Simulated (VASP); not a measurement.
# Sc2B5F (P-6m2) in VASP: notebook, part 2 of 2

VASP 6.6.1.

## Step 4: Single point, PBE

This run uses another cell than the first one, of 13.48 Å³/atom.

File INCAR:

```
ALGO     = Normal         # electronic algorithm
EDIFF    = 1E-7           # SCF threshold, eV
ENCUT    = 520            # plane-wave cutoff, eV
GGA      = PE             # functional
ISIF     = 2              # what is computed and relaxed
ISMEAR   = 0              # smearing method
LASPH    = True           # aspherical terms in the spheres
LCHARG   = False          # write CHGCAR
LREAL    = False          # projectors in reciprocal space
LWAVE    = False          # write WAVECAR
NBANDS   = 32             # bands
NELM     = 80             # most SCF steps
PREC     = Accurate       # precision mode
SIGMA    = 0.1            # smearing width, eV
```

File KPOINTS:

```
k-points
0
Gamma
  12 12 6
```

File POSCAR:

```
Sc2B5F
1.0
    4.4434165451      0.0000000000      0.0000000000
   -2.2217082726      3.8481116077      0.0000000000
    0.0000000000      0.0000000000      6.3082421137
Sc B F
2 5 1
Direct
    0.6666666667      0.3333333333      0.0000000000
    0.0000000000      0.0000000000      0.5000000000
    0.0000000000      0.0000000000      0.8677300450
    0.0000000000      0.0000000000      0.1322699550
    0.2077875060      0.7922124940      0.0000000000
    0.2077875060      0.4155750120      0.0000000000
    0.5844249880      0.7922124940      0.0000000000
    0.3333333333      0.6666666667      0.5000000000
```

Potentials or basis: VASP PAW PBE potentials, release 64 (Sc_sv, B, F).

Command:

```sh
$ cat potpaw_PBE.64/Sc_sv/POTCAR potpaw_PBE.64/B/POTCAR potpaw_PBE.64/F/POTCAR > POTCAR
$ mpirun -np 1 vasp_std > vasp.out
```

OUTCAR:

```text
EDIFF = 1E-7
   ENCUT = 520
   GGA = PE
   ISIF = 2
   ISMEAR = 0
   LASPH = True
   LREAL = False
   NELM = 80
   PREC = Accurate

 ion  position               nearest neighbor table
   1  0.667  0.333  0.000-   6 2.24   7 2.24   5 2.24   5 2.24   6 2.24   7 2.24   3 2.70   4 2.70
                             3 2.70   4 2.70   3 2.70   4 2.70
   2  0.000  0.000  0.500-   3 2.32   4 2.32   8 2.57   8 2.57   8 2.57
   3  0.000  0.000  0.868-   4 1.67   7 1.80   5 1.80   6 1.80   2 2.32   1 2.70   1 2.70   1 2.70

   4  0.000  0.000  0.132-   3 1.67   7 1.80   5 1.80   6 1.80   2 2.32   1 2.70   1 2.70   1 2.70

   5  0.208  0.792  0.000-   7 1.67   6 1.67   3 1.80   4 1.80   1 2.24   1 2.24
   6  0.208  0.416  0.000-   7 1.67   5 1.67   3 1.80   4 1.80   1 2.24   1 2.24
   7  0.584  0.792  0.000-   5 1.67   6 1.67   3 1.80   4 1.80   1 2.24   1 2.24
   8  0.333  0.667  0.500-   2 2.57   2 2.57   2 2.57

  LATTYP: Found a hexagonal cell.
 ALAT       =     4.4434165451
 C/A-ratio  =     1.4196828161

  Lattice vectors:

 A1 = (   4.4434165451,   0.0000000000,   0.0000000000)
 A2 = (  -2.2217082726,   3.8481116077,   0.0000000000)
 A3 = (   0.0000000000,   0.0000000000,   6.3082421137)
[... 196 lines left out ...]
  band No.  band energies     occupation
      1     -47.7539      2.00000
      2     -45.0407      2.00000
      3     -26.4716      2.00000
      4     -26.4716      2.00000
      5     -26.0212      2.00000
      6     -23.9221      2.00000
[... 829 lines left out ...]
     31       7.5660      0.00000
     32       7.7195      0.00000

 [... further k-points ...]

------------------------ aborting loop because EDIFF is reached ----------------------------------------

  FORCE on cell =-STRESS in cart. coord.  units (eV):
  Direction    XX          YY          ZZ          XY          YZ          ZX
  --------------------------------------------------------------------------------------
  -------------------------------------------------------------------------------------
  Total        0.1489496      0.1489496      0.0287764     -0.0000000      0.0000000      0.0000000
  in kB        2.2124678      2.2124678      0.4274387     -0.0000000      0.0000000      0.0000000
  external PRESSURE =       1.6174581 kB  Pullay stress =       0.0000000 kB

 VOLUME and BASIS-vectors are now :
 -----------------------------------------------------------------------------
  energy-cutoff  :      520.00
  volume of cell :      107.86
      direct lattice vectors                 reciprocal lattice vectors
     4.443416545  0.000000000  0.000000000     0.225052049  0.129933861  0.000000000
    -2.221708273  3.848111608  0.000000000     0.000000000  0.259867723  0.000000000
     0.000000000  0.000000000  6.308242114     0.000000000  0.000000000  0.158522768

 POSITION                                       TOTAL-FORCE (eV/Angst)
 -----------------------------------------------------------------------------------
      2.22171      1.28270      0.00000        -0.000000      0.000000      0.000000
      0.00000      0.00000      3.15412        -0.000000      0.000000      0.000000
      0.00000      0.00000      5.47385        -0.000000      0.000000      0.001525
      0.00000      0.00000      0.83439        -0.000000      0.000000     -0.001525
     -0.83678      3.04852      0.00000        -0.000521      0.000301      0.000000
     -0.00000      1.59918      0.00000         0.000000     -0.000601      0.000000
      0.83678      3.04852      0.00000         0.000521      0.000301      0.000000
     -0.00000      2.56541      3.15412        -0.000000      0.000000      0.000000
 -----------------------------------------------------------------------------------
    total drift:                                0.000000     -0.000000      0.000000

  FREE ENERGIE OF THE ION-ELECTRON SYSTEM (eV)
  ---------------------------------------------------
  free  energy   TOTEN  =       -51.4804123210 eV

  energy  without entropy=      -51.4756973052  energy(sigma->0) =      -51.47805481
```

OSZICAR:

```text
N       E                     dE             d eps       ncg     rms          rms(c)
DAV:   1     0.582840334991E+03    0.58284E+03   -0.19765E+04  4864   0.135E+03
DAV:   2     0.185597268160E+02   -0.56428E+03   -0.54892E+03  5152   0.470E+02
DAV:   3    -0.633208939171E+02   -0.81881E+02   -0.78709E+02  8280   0.172E+02
DAV:   4    -0.666701127112E+02   -0.33492E+01   -0.33381E+01  7976   0.382E+01
DAV:   5    -0.667001203526E+02   -0.30008E-01   -0.29986E-01  7616   0.481E+00    0.181E+01
DAV:   6    -0.523696659147E+02    0.14330E+02   -0.29713E+01  7856   0.439E+01    0.681E+00
DAV:   7    -0.516736702025E+02    0.69600E+00   -0.85010E+00  7568   0.154E+01    0.445E+00
DAV:   8    -0.516060931559E+02    0.67577E-01   -0.16509E+00  7328   0.106E+01    0.307E+00
DAV:   9    -0.514833421870E+02    0.12275E+00   -0.41447E-01  8280   0.457E+00    0.124E+00
DAV:  10    -0.514802745545E+02    0.30676E-02   -0.36535E-02  7560   0.155E+00    0.294E-01
DAV:  11    -0.514799286371E+02    0.34592E-03   -0.14480E-02  7736   0.766E-01    0.162E-01
DAV:  12    -0.514801089455E+02   -0.18031E-03   -0.28883E-03  7336   0.388E-01    0.673E-02
DAV:  13    -0.514803712258E+02   -0.26228E-03   -0.47707E-04  5480   0.120E-01    0.171E-02
DAV:  14    -0.514804071236E+02   -0.35898E-04   -0.57837E-05  7496   0.490E-02    0.104E-02
DAV:  15    -0.514804141600E+02   -0.70364E-05   -0.44586E-05  6928   0.407E-02    0.782E-03
DAV:  16    -0.514804120362E+02    0.21237E-05   -0.12547E-05  7480   0.251E-02    0.320E-03
DAV:  17    -0.514804122858E+02   -0.24956E-06   -0.12764E-06  5312   0.675E-03    0.787E-04
DAV:  18    -0.514804123210E+02   -0.35196E-07   -0.13520E-07  5648   0.274E-03
   1 F= -.51480412E+02 E0= -.51478055E+02  d E =-.471502E-02
```

stdout:

```text
POSCAR found type information on POSCAR ScB F
 POSCAR found :  3 types and       8 ions
 scaLAPACK will be used
 LDA part: xc-table for (Slater+PW92), standard interpolation
 POSCAR, INCAR and KPOINTS ok, starting setup
 FFT: planning ... GRIDC
 FFT: planning ... GRID_SOFT
 FFT: planning ... GRID
 WAVECAR not read
 entering main loop
```

Wall time 12 min (1 thread of Intel Xeon 8259CL, shared host); peak memory 0.39 GiB.

Results:

| Property | Result |
| --- | --- |
| Free energy | -51.4804 eV |
| Pressure | 0.2 GPa |
| Band gap on the k mesh | zero (bands 22 and 23 overlap by 0.36 eV) |

## Step 5: Single point, PBE, collinear spin

File INCAR:

```
PREC = Accurate
ENCUT = 520
EDIFF = 1E-6
ISMEAR = 0
SIGMA = 0.1
LREAL = False
LASPH = True
NELM = 150
ALGO = Normal
ISIF = 2
LWAVE = False
LCHARG = False
ISPIN = 2
MAGMOM = 0 0 0 0 0 0 0 1
LORBIT = 11
LMAXMIX = 4
GGA = PE
NBANDS = 36
```

File KPOINTS:

```
regular mesh
0
Gamma
  6 6 4
```

File POSCAR:

```
Sc2B5F
1.0
    4.1193570500      0.0000000000      0.0000000000
   -2.0596785200      3.5674678500      0.0000000000
    0.0000000000      0.0000000000      7.2258680700
Sc B F
2 5 1
Direct
    0.6666666700      0.3333333300      0.0000000000
    0.0000000000      0.0000000000      0.5000000000
    0.0000000000      0.0000000000      0.7792270900
    0.0000000000      0.0000000000      0.2207729100
    0.2334985800      0.7665014200      0.0000000000
    0.2334985800      0.4669971500      0.0000000000
    0.5330028500      0.7665014200      0.0000000000
    0.3333333300      0.6666666700      0.5000000000
```

Command:

```sh
$ cat potpaw_PBE.64/Sc_sv/POTCAR potpaw_PBE.64/B/POTCAR potpaw_PBE.64/F/POTCAR > POTCAR
$ mpirun -np 1 vasp_std > vasp.out
```

It took 5 min on 1 thread of Intel Xeon 8259CL, shared host; peak memory 0.34 GiB.

The run converged. Its results:

| Item | Value |
| --- | --- |
| Free energy | -36.0299 eV |
| Pressure | 41.0 GPa |
| Largest force | 29.133 eV/Å |
| Band gap on the k mesh | zero (filled and empty bands overlap) |
| Net moment | 0.00 μB per cell |
| Valence electrons inside the program's atomic spheres | Sc 10.12, 9.62; B 1.62, 2.77 (each value once); F 6.05 |

Forces on the atoms (eV/Å):
```
Sc    0.000   0.000   0.000
Sc    0.000   0.000   0.000
B     0.000   0.000   7.381
B     0.000   0.000  -7.381
B   -25.230  14.567   0.000
B     0.000 -29.133   0.000
B    25.230  14.567   0.000
F     0.000   0.000   0.000
```

Stress tensor (GPa, compression positive):
```
62.23  0.00  0.00
 0.00 62.23  0.00
 0.00  0.00 -1.53
```

Levels at points of the mesh, in eV from the Fermi level:
Spin up:
```tsv
k point	band 20	band 21	band 22	band 23	band 24	band 25
(0.00, 0.00, 0.00)	-0.24	-0.24	-0.04	-0.04	0.81	2.79
(0.50, 0.00, 0.00)	-1.30	-0.86	-0.36	0.25	0.78	2.02
(0.00, 0.00, 0.50)	-0.61	-0.61	1.07	1.11	1.11	1.80
(0.50, 0.00, 0.50)	-0.83	-0.78	-0.62	-0.18	0.68	1.00
```
Spin down:
| k point | band 19 | band 20 | band 21 | band 22 | band 23 | band 24 | band 25 | band 26 |
| --- | --- | --- | --- | --- | --- | --- | --- | --- |
| (0.00, 0.00, 0.00) | -1.01 | -0.24 | -0.24 | -0.04 | -0.04 | 0.81 | 2.79 | 2.79 |
| (0.50, 0.00, 0.00) | -3.03 | -1.30 | -0.86 | -0.36 | 0.25 | 0.78 | 2.02 | 2.14 |
| (0.00, 0.00, 0.50) | -1.63 | -0.61 | -0.61 | 1.07 | 1.11 | 1.11 | 1.80 | 1.80 |
| (0.50, 0.00, 0.50) | -1.52 | -0.83 | -0.78 | -0.62 | -0.18 | 0.68 | 1.00 | 1.78 |

Caveat: the cell stands under pressure; forces of over 1 eV/Å act on the atoms, so gaps and moduli don't describe the material at rest.

## Step 6: Summary

```tsv
spin	cell	k mesh	gap on the mesh (eV)	pressure (GPa)	largest force (eV/Å)
off	a = 4.119, b = 4.119, c = 7.226 Å, angles 90.0, 90.0, 120.0°, 8 atoms, atomic positions A	6 × 6 × 4	none	41.0	29.13
off	a = 4.443, b = 4.443, c = 6.309 Å, angles 90.0, 90.0, 120.0°, 8 atoms, atomic positions B	6 × 6 × 4	none	0.2	-
off	a = 4.443, b = 4.443, c = 6.308 Å, angles 90.0, 90.0, 120.0°, 8 atoms, atomic positions B	12 × 12 × 6	none	0.2	-
collinear	a = 4.119, b = 4.119, c = 7.226 Å, angles 90.0, 90.0, 120.0°, 8 atoms, atomic positions A	6 × 6 × 4	none	41.0	29.13
```

Alike in all rows: task single point; level PBE; potentials or basis VASP PAW PBE potentials, release 64 (Sc_sv, B, F); cutoff (eV) 520; smearing gaussian 0.1 eV.

Caveats: the cell stands under pressure (at least some runs); forces of over 1 eV/Å act on the atoms, so gaps and moduli don't describe the material at rest (at least some runs).

Absolute energies hang on the potentials; compare differences alone.
